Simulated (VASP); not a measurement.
## Rh: relaxation of cell and atoms with PBE

The system is Rh.

```
CELL_PARAMETERS angstrom
0.00000 1.88191 1.88191
1.88191 0.00000 1.88191
1.88191 1.88191 0.00000
ATOMIC_POSITIONS crystal
Rh 0.00000 0.00000 0.00000
```

* Program: VASP 6.6.1
* Task: relaxation of cell and atoms
* Functional: PBE
* Potentials or basis: VASP PAW PBE potentials, release 64 (Rh_pv)
* Cutoff: 600 eV
* k mesh: 18 × 18 × 18
* Occupations: gaussian, width 0.1 eV
* Spin: no spin polarisation
* Target pressure: 15 GPa
* Dipole correction: no
* Further INCAR settings: ALGO = Normal; EDIFF = 1e-06; IBRION = 2; EDIFFG = -0.008; NSW = 70; ISIF = 3

The relaxed volume is 13.34 Å³/atom, the relaxed cell is a = 2.662 Å, b = 2.662 Å, c = 2.662 Å, α = 60.00°, β = 60.00°, γ = 60.00° and the space group after relaxing (to 0.1 Å) is Fm-3m (No. 225). The energy change on relaxing (the run minimises the enthalpy) is -1.1 meV/atom and the ionic steps are 3. The pressure after relaxing is 15.0 GPa and the band gap on the k mesh is zero (an odd number of electrons rules out a gap without spin polarisation).

The path:
```csv
step,energy change (eV),largest force (eV/Å),pressure (GPa),volume (Å³)
1,0.0000,0.0000,15.30,13.33
2,-0.0044,0.0000,14.12,13.38
3,-0.0011,0.0000,14.99,13.34
```

Final structure:
```yaml
crystal:
  lattice:
    - [0.00000, 1.88247, 1.88247]
    - [1.88247, 0.00000, 1.88247]
    - [1.88247, 1.88247, 0.00000]
  atoms:
    - { symbol: Rh, position: [0.00000, 0.00000, 0.00000] }
```

Levels at points of the mesh, in eV from the Fermi level:
```
           k point  band 5  band 6  band 7  band 8  band 9  band 10
(0.00, 0.00, 0.00)   -3.23   -3.23   -3.23   -1.05   -1.05    15.97
(0.50, 0.00, 0.00)   -3.32   -3.32    0.59    0.59    0.70     8.95
(0.50, 0.50, 0.00)   -6.23    0.56    1.03    1.03    3.30    12.66
```

It took 62 s on 1 thread of AMD EPYC 7R13, with other jobs on the host, peak memory 0.14 GiB.

Caveat: the cell is relaxed towards a set pressure, so the run minimises the enthalpy, not the energy.
